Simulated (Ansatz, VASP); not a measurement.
# Two plane-wave programs on Al2GaSb3

```xyz
6
Lattice="6.9214 0.0000 0.0000 -3.4607 5.9941 0.0000 0.0000 0.0000 4.0899" Properties=species:S:1:pos:R:3 pbc="T T T"
Al    3.4607    1.9980    0.0000
Al    0.0000    3.9960    0.0000
Ga    0.0000    0.0000    0.0000
Sb    3.4607    0.0000    2.0449
Sb   -1.7303    2.9970    2.0449
Sb    1.7303    2.9970    2.0449
```

Alike in both runs: task single point; functional PBE; k mesh 6 × 6 × 10; occupations gaussian, width 0.1 eV; no spin polarisation.

|  | VASP | Ansatz |
| --- | --- | --- |
| version | VASP 6.6.1 | Ansatz 0.2.0 |
| potentials or method | VASP PAW PBE potentials, release 64 (Al, Ga_d, Sb), cutoff 520 eV | scalar-relativistic, plane waves, PAW |
| valence electrons in the cell | 34 | 64 |

```tsv
	VASP	Ansatz	Ansatz less VASP
gap on the k mesh at the Fermi level (eV)	none	none	-
pressure (GPa)	0.1	0.0	-0.06
```

A gap of «none» marks a metal or a gap that the smearing closes. VASP's potentials hold 34 valence electrons a cell and Ansatz's 64, so a difference there can come from the potentials and not from the codes.

Neither program's run includes spin-orbit coupling.
